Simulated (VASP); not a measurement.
Here is a VASP 6.6.1 calculation.

INCAR

```
SYSTEM = PrHRh3
PREC = Accurate ; ENCUT = 500
EDIFF = 1E-7 ; ISMEAR = 0
SIGMA = 0.1 ; LREAL = .FALSE.
LASPH = .TRUE. ; NELM = 200
ALGO = Normal ; ISIF = 4
LWAVE = .FALSE. ; LCHARG = .FALSE.
GGA = PE ; IBRION = 2
NSW = 50 ; EDIFFG = -0.01
GGA_COMPAT = .FALSE. ; NELMIN = 4
LMAXMIX = 6
```

The input KPOINTS:

```
Automatic mesh
0
G
  6 6 6
  0 0 0
```

Contents of POSCAR:

```
PrHRh3
1.0
    2.9233164332      1.6877775297      2.3909634336
   -2.9233164332      1.6877775297      2.3909634336
    0.0000000000     -3.3755550593      2.3909634336
Pr H Rh
1 1 3
Direct
    0.9948584604      0.9948584604      0.9948584604
    0.5696570666      0.5696570666      0.5696570666
    0.4931433376      0.0028636177      0.4931433376
    0.4931433376      0.4931433376      0.0028636177
    0.0028636177      0.4931433376      0.4931433376
```

Potentials or basis: VASP PAW PBE potentials, release 64 (Pr_3, H, Rh_pv), 4f in core.

Command:

```sh
$ cat potpaw_PBE.64/Pr_3/POTCAR potpaw_PBE.64/H/POTCAR potpaw_PBE.64/Rh_pv/POTCAR > POTCAR
$ mpirun -np 1 vasp_std > vasp.out
```

Q: Estimate the band gap on the k mesh.

A: Zero (an odd number of electrons rules out a gap without spin polarisation).

Forces in eV/Å, atoms in the order of the input:
```
Pr   0.000  0.000  0.003
H    0.000  0.000  0.000
Rh   0.001 -0.001 -0.001
Rh   0.000  0.001 -0.001
Rh  -0.001 -0.001 -0.001
```

Caveat: spin-orbit coupling is left out, which moves the levels of the heavy elements; the 4f electrons are frozen in the core, so they carry no moment and show no levels. Spin polarisation is off, so any magnetic state and its effect on volume and gap are missing.
